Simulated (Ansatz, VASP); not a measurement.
# CoSbH4 in VASP and in Ansatz

```
CELL_PARAMETERS angstrom
2.48024 -2.84617 0.00000
2.48024 2.84617 0.00000
0.00000 0.00000 4.67665
ATOMIC_POSITIONS crystal
Co 0.50000 0.50000 0.50000
Sb 0.00000 0.00000 0.50000
H 0.32946 0.67054 0.75746
H 0.67054 0.32946 0.75746
H 0.32946 0.67054 0.24254
H 0.67054 0.32946 0.24254
```

Alike in both runs: functional PBE; k mesh 8 × 8 × 8; occupations gaussian, width 0.1 eV; no spin polarisation.

Ansatz relaxed the structure, and its values are those at the end. VASP's run is a single point on that final structure, the one shown.

|  | VASP | Ansatz |
| --- | --- | --- |
| version | VASP 6.6.1 | Ansatz 0.2.0 |
| potentials or method | VASP PAW PBE potentials, release 64 (Co, Sb, H), cutoff 520 eV | scalar-relativistic, plane waves, PAW |
| valence electrons in the cell | 18 | 36 |

|  | VASP | Ansatz | Ansatz less VASP |
| --- | --- | --- | --- |
| gap on the k mesh at the Fermi level (eV) | none | none | - |
| pressure (GPa) | -0.4 | 0.0 | +0.38 |
| rms of the force components (eV/Å) | 0.004 | 0.001 | -0.0026 |

A gap of «none» marks a metal or a gap that the smearing closes. The functional is the same, so the differences come from potentials, cutoffs and numerics. VASP's potentials hold 18 valence electrons a cell and Ansatz's 36, so a difference there can come from the potentials and not from the codes.

Spin-orbit coupling is off throughout.
